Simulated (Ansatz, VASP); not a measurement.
**Ru in VASP and in Ansatz**

```xyz
4
Lattice="2.6763 0.0000 0.0000 -1.3381 2.3177 0.0000 0.0000 0.0000 8.6194" Properties=species:S:1:pos:R:3 pbc="T T T"
Ru    0.0000    0.0000    0.0000
Ru    0.0000    1.5451    2.1548
Ru    0.0000    0.0000    4.3097
Ru    1.3381    0.7726    6.4645
```

Alike in both runs: functional PBEsol; k mesh 18 × 18 × 6; occupations gaussian, width 0.1 eV; no spin polarisation.

Ansatz relaxed the structure, and its values are those at the end. VASP's run is a single point on that final structure, the one shown.

```csv
,VASP,Ansatz
version,VASP 6.6.1,Ansatz 0.2.0
potentials or method,"VASP PAW PBE potentials, release 64 (Ru_pv), cutoff 520 eV","scalar-relativistic, plane waves, PAW"
valence electrons in the cell,56,64
```

|  | VASP | Ansatz | Ansatz less VASP |
| --- | --- | --- | --- |
| gap on the k mesh at the Fermi level (eV) | none | none | - |
| pressure (GPa) | -0.1 | 0.0 | +0.10 |

VASP's potentials were made for PBE, not for PBEsol. A gap of «none» marks a metal or a gap that the smearing closes. VASP's potentials hold 56 valence electrons a cell and Ansatz's 64, so a difference there can come from the potentials and not from the codes.
